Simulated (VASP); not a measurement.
Runs of VASP 6.6.1 on Ba. The structure is that of space group P6/mmm (No. 191), or close to it. The cells are those of the table. 

```csv
cell,gap on the mesh (eV),pressure (GPa)
"a = 4.396, b = 4.396, c = 3.990 Å, angles 90.0, 90.0, 120.0°, 1 atom",none,(b)
"a = 4.253, b = 4.253, c = 3.861 Å, angles 90.0, 90.0, 120.0°, 1 atom",none,-0.4
"a = 4.368, b = 4.368, c = 3.965 Å, angles 90.0, 90.0, 120.0°, 1 atom",none,(a)
"a = 4.283, b = 4.283, c = 3.887 Å, angles 90.0, 90.0, 120.0°, 1 atom",none,-0.5
"a = 4.340, b = 4.340, c = 3.939 Å, angles 90.0, 90.0, 120.0°, 1 atom",none,-0.8
"a = 4.224, b = 4.224, c = 3.834 Å, angles 90.0, 90.0, 120.0°, 1 atom",none,-0.2
"a = 4.312, b = 4.312, c = 3.913 Å, angles 90.0, 90.0, 120.0°, 1 atom",none,-0.6
```

Alike in all rows: task single point; level PBEsol; potentials or basis VASP PAW PBE potentials, release 64 (Ba_sv); no spin polarisation; k mesh 8 × 8 × 7; cutoff (eV) 520; smearing fermi-dirac 0.1 eV.

**Question.** Estimate the missing entries.

**Answer.** (a) -0.9; (b) -1.0.

Caveats: the PAW data sets were made with another functional, which shifts forces and pressure a little; spin-orbit coupling is left out, which moves the levels of the heavy elements.

A k mesh can miss the band edges, and the runs leave out spin-orbit coupling on Ba.

A gap of «none» marks levels without a gap at the run's occupations.
